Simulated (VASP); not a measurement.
The system is NaCl.

```xyz
2
Lattice="0.0000 2.8027 2.8027 2.8027 0.0000 2.8027 2.8027 2.8027 0.0000" Properties=species:S:1:pos:R:3 pbc="T T T"
Na    0.0000    0.0000    0.0000
Cl    2.8027    2.8027    2.8027
```

Base run:

| Quantity | Value |
| --- | --- |
| Program | VASP 6.6.1 |
| Functional | r2SCAN |
| Potentials or basis | VASP PAW PBE potentials, release 64 (Na_pv, Cl) |
| Cutoff | 520 eV |
| k mesh | 6 × 6 × 6 |
| Occupations | gaussian, width 0.01 eV |
| Spin | no spin polarisation |

Its results: band gap on the k mesh 6.00 eV, direct; pressure -0.2 GPa.

The run is repeated on the same cell with these changes: functional from r2SCAN to PBE; k mesh from 6 × 6 × 6 to 8 × 8 × 8. What comes out?

Band gap on the k mesh 5.18 eV, direct; pressure 1.2 GPa.

Several settings changed at once, so the effect can't be laid on one alone.

Caveats: the PAW data sets were made with another functional, which shifts forces and pressure a little (some runs).

